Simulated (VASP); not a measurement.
## BN: single point with PBE

Crystal: BN.

```
CELL_PARAMETERS angstrom
0.00000 1.81233 1.81233
1.81233 0.00000 1.81233
1.81233 1.81233 0.00000
ATOMIC_POSITIONS crystal
B 0.00000 0.00000 0.00000
N 0.75000 0.75000 0.75000
```

```
Program             : VASP 6.6.1
Task                : single point
Functional          : PBE
Potentials or basis : VASP PAW PBE potentials, release 64 (B, N)
Cutoff              : 600 eV
k mesh              : 12 × 12 × 12
Occupations         : gaussian, width 0.01 eV
Spin                : no spin polarisation
```

| Quantity | Value |
| --- | --- |
| Pressure | 0.0 GPa |
| Band gap on the k mesh | 4.45 eV, indirect (least direct gap 8.78 eV) |

Levels at points of the mesh, in eV from the valence-band top:
| k point | band 1 | band 2 | band 3 | band 4 | band 5 | band 6 | band 7 | band 8 |
| --- | --- | --- | --- | --- | --- | --- | --- | --- |
| (0.00, 0.00, 0.00) | -20.14 | 0.00 | 0.00 | 0.00 | 8.78 | 8.78 | 8.78 | 10.22 |
| (0.50, 0.00, 0.00) | -15.96 | -10.62 | -1.92 | -1.92 | 10.04 | 10.66 | 10.66 | 15.18 |
| (0.50, 0.50, 0.00) | -14.61 | -8.86 | -4.86 | -4.86 | 4.45 | 9.19 | 17.80 | 17.80 |

Wall time 22 s on 1 thread of Intel Xeon 8259CL (shared host), peak memory 0.12 GiB.

A k mesh can miss the band edges. PBE gaps usually lie below the measured ones, often by a third to a half.
